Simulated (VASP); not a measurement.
A run of VASP 6.6.1:

INCAR

```
PREC = Accurate
ENCUT = 520
EDIFF = 1E-6
ISMEAR = -1
SIGMA = 0.03
LREAL = False
LASPH = True
NELM = 80
ALGO = Normal
ISIF = 2
LWAVE = False
LCHARG = False
GGA = PS
NBANDS = 26
```

File KPOINTS:

```
regular mesh
0
Gamma
  9 9 8
```

POSCAR

```
AgCl
1.0
    1.8896188000     -5.6121611882      0.0000000000
    1.8896188000      5.6121611882      0.0000000000
    0.0000000000      0.0000000000      3.9240373500
Ag Cl
2 2
Direct
    0.3965554000      0.6034446000      0.7500000000
    0.6034446000      0.3965554000      0.2500000000
    0.8654487300      0.1345512700      0.2500000000
    0.1345512700      0.8654487300      0.7500000000
```

Potentials or basis: VASP PAW PBE potentials, release 64 (Ag, Cl).

Run with:

```sh
$ cat potpaw_PBE.64/Ag/POTCAR potpaw_PBE.64/Cl/POTCAR > POTCAR
$ mpirun -np 1 vasp_std > vasp.out
```

Hardware: 1 thread of Intel(R) Xeon(R) 6975P-C (Granite Rapids), with other jobs on the host.

**Question.** How long does it take, and how much memory?

**Answer.** Wall time 2.3 min on 1 thread of Intel(R) Xeon(R) 6975P-C (Granite Rapids) (shared host), peak memory 0.39 GiB. Counts: scf iterations 13, k points 125.
